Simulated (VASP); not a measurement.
Runs of VASP 6.6.1 on ZnSe. The structure is that of space group P-6m2 (No. 187), or close to it. The cells are those of the table. 

| cell | k mesh | smearing | gap on the mesh (eV) | largest force (eV/Å) |
| --- | --- | --- | --- | --- |
| a = 3.822, b = 3.822, c = 19.000 Å, angles 90.0, 90.0, 120.0°, 4 atoms | 6 × 6 × 1 | gaussian 0.1 eV | none | 1.34 |
| a = 4.088, b = 4.088, c = 33.715 Å, angles 90.0, 90.0, 120.0°, 4 atoms | 12 × 12 × 1 | gaussian 0.02 eV | 1.72 | 0.01 |
| a = 4.088, b = 4.088, c = 33.715 Å, angles 90.0, 90.0, 120.0°, 4 atoms | 6 × 6 × 1 | gaussian 0.1 eV | 1.72 | 0.01 |
| a = 4.090, b = 4.090, c = 35.277 Å, angles 90.0, 90.0, 120.0°, 4 atoms | 12 × 12 × 1 | gaussian 0.02 eV | (a) | 0.01 |

Alike in all rows: task single point; level PBE; potentials or basis VASP PAW PBE potentials, release 64 (Zn, Se); no spin polarisation; cutoff (eV) 520.

Problem. Fill in the values left out.

Solution. (a) 1.73.

A k mesh can miss the band edges, and the runs leave out spin-orbit coupling on Se.

A gap of «none» marks levels without a gap at the run's occupations.
